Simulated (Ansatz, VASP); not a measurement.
# La2O3: VASP beside Ansatz

```xyz
5
Lattice="3.9308 0.0000 0.0000 -1.9654 3.4042 0.0000 0.0000 0.0000 6.1120" Properties=species:S:1:pos:R:3 pbc="T T T"
La    1.9654    1.1347    4.6070
La    0.0000    2.2694    1.5050
O     1.9654    1.1347    2.1643
O     0.0000    2.2694    3.9477
O     0.0000    0.0000    0.0000
```

Alike in both runs: task relaxation of cell and atoms; functional RPBE; k mesh 6 × 6 × 4; no spin polarisation.

```csv
,VASP,Ansatz
version,VASP 6.6.1,Ansatz 0.2.0
potentials or method,"VASP PAW PBE potentials, release 64 (La, O), cutoff 600 eV","plane waves, PAW"
occupations,"gaussian, width 0.01 eV",fixed
valence electrons in the cell,40,40
```

Ansatz gave:

- relaxed volume (Å³/atom): 17.11
- relaxed length of the cell vector where the two differ most in proportion (Å): 6.289

Q: What did VASP give for the same quantities?

A: Relaxed volume (Å³/atom): 17.05; relaxed length of the cell vector where the two differ most in proportion (Å): 6.280.

VASP's potentials were made for PBE, not for RPBE.

Neither program's run includes spin-orbit coupling.
